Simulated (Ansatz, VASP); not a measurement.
## TaSiO4 in VASP and in Ansatz

```
Ta Si O
1.0
     4.13614    0.00000    0.00000
     0.00000    4.13614    0.00000
     0.00000    0.00000    4.13614
Ta Si O
1 1 4
Direct
  0.00000 0.00000 0.00000
  0.50000 0.50000 0.50000
  0.27019 0.27019 0.27019
  0.72981 0.72981 0.27019
  0.72981 0.27019 0.72981
  0.27019 0.72981 0.72981
```

Alike in both runs: task relaxation of cell and atoms; functional PBE; k mesh 10 × 10 × 10; occupations gaussian, width 0.1 eV; collinear spin.

|  | VASP | Ansatz |
| --- | --- | --- |
| version | VASP 6.6.1 | Ansatz 0.2.0 |
| potentials or method | VASP PAW PBE potentials, release 64 (Ta_pv, Si, O), cutoff 600 eV | scalar-relativistic, plane waves, PAW |
| valence electrons in the cell | 39 | 41 |

```csv
,VASP,Ansatz,Ansatz less VASP
"gap on the k mesh at the Fermi level, each at its own relaxed structure (eV)",none,none,-
net moment per atom (μB),0.17,0.17,0.000
size of the moment on the site where the two differ most (μB),0.72,0.36,-0.361
relaxed volume (Å³/atom),11.83,11.82,-0.007
relaxed cell length with the largest relative difference (Å),4.140,4.139,-0.0008
```

Site moments also hang on the region over which each program counts them. A gap of «none» marks a metal or a gap that the smearing closes. VASP's potentials hold 39 valence electrons a cell and Ansatz's 41, so a difference there can come from the potentials and not from the codes.

Neither program's run includes spin-orbit coupling.
